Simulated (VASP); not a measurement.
Here is a VASP 6.6.1 calculation.

Contents of POSCAR:

```
BN
1.0
    0.0000000000      1.7404809600      1.6679609200
    1.7404809600      0.0000000000      1.6679609200
    1.7404809600      1.7404809600      0.0000000000
B N
1 1
Direct
    0.0000000000      0.0000000000      0.0000000000
    0.7500000000      0.7500000000      0.7500000000
```

INCAR.step1

```
ALGO = Normal
EDIFF = 1E-4
ENCUT = 520
GGA = PE
ISMEAR = 0
LASPH = True
LCHARG = False
LREAL = False
LWAVE = True
NBANDS = 11
NELM = 80
PREC = Accurate
SIGMA = 0.05
```

INCAR.step2

```
ALGO = Normal
EDIFF = 1E-6
ENCUT = 520
ISIF = 2
ISMEAR = 0
ISTART = 1
LASPH = True
LCHARG = False
LMIXTAU = True
LREAL = False
LWAVE = False
METAGGA = R2SCAN
NBANDS = 11
NELM = 80
PREC = Accurate
SIGMA = 0.05
```

Contents of KPOINTS:

```
k-points
0
Gamma
  12 12 12
```

Potentials or basis: VASP PAW PBE potentials, release 64 (B, N).

Run with:

```console
$ cat potpaw_PBE.64/B/POTCAR potpaw_PBE.64/N/POTCAR > POTCAR
$ cp INCAR.step1 INCAR
$ mpirun -np 1 vasp_std > vasp.out
$ cp INCAR.step2 INCAR
$ mpirun -np 1 vasp_std > vasp.out
```

(1) What does it give for the band gap on the k mesh?

(2) Predict the pressure.

## Answers

(1) 4.28 eV, indirect (least direct gap 9.81 eV).

(2) 79.7 GPa.

Caveat: the cell differs from its parent crystal (strain -0.040 along x and y, -0.080 along z); the PAW data sets were made with another functional, which shifts forces and pressure a little.
